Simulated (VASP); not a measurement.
A run of VASP 6.6.1 is set up as follows.

INCAR

```
PREC = Accurate
ENCUT = 520
EDIFF = 1E-6
ISMEAR = 0
SIGMA = 0.2
LREAL = F
LASPH = T
NELM = 80
ALGO = Normal
ISIF = 2
LWAVE = F
LCHARG = F
GGA = PE
NBANDS = 22
```

The input KPOINTS:

```
regular mesh
0
Gamma
  6 6 4
```

POSCAR

```
Li4SiN2
1.0
    0.0000000000     -3.4176013802      0.0000000000
   -5.0418691643      1.7088006901      0.0018029644
    2.6055425938      0.0000000000     -4.9297701612
Li Si N
4 1 2
Direct
    0.2809833226      0.5619666453      0.6640420535
    0.7190166774      0.4380333547      0.3359579465
    0.8598370382      0.7196740764      0.0835398707
    0.1401629618      0.2803259236      0.9164601293
    0.5000000000      0.0000000000      0.5000000000
    0.6851630749      0.3703261498      0.7101117042
    0.3148369251      0.6296738502      0.2898882958
```

Potentials or basis: VASP PAW PBE potentials, release 64 (Li_sv, Si, N).

Command:

```console
$ cat potpaw_PBE.64/Li_sv/POTCAR potpaw_PBE.64/Si/POTCAR potpaw_PBE.64/N/POTCAR > POTCAR
$ mpirun -np 1 vasp_std > vasp.out
```

(1) What does it give for the band gap on the k mesh?

(2) Estimate the largest force.

Answers

(1) zero (bands 13 and 14 overlap by 1.37 eV).

(2) 0.031 eV/Å.
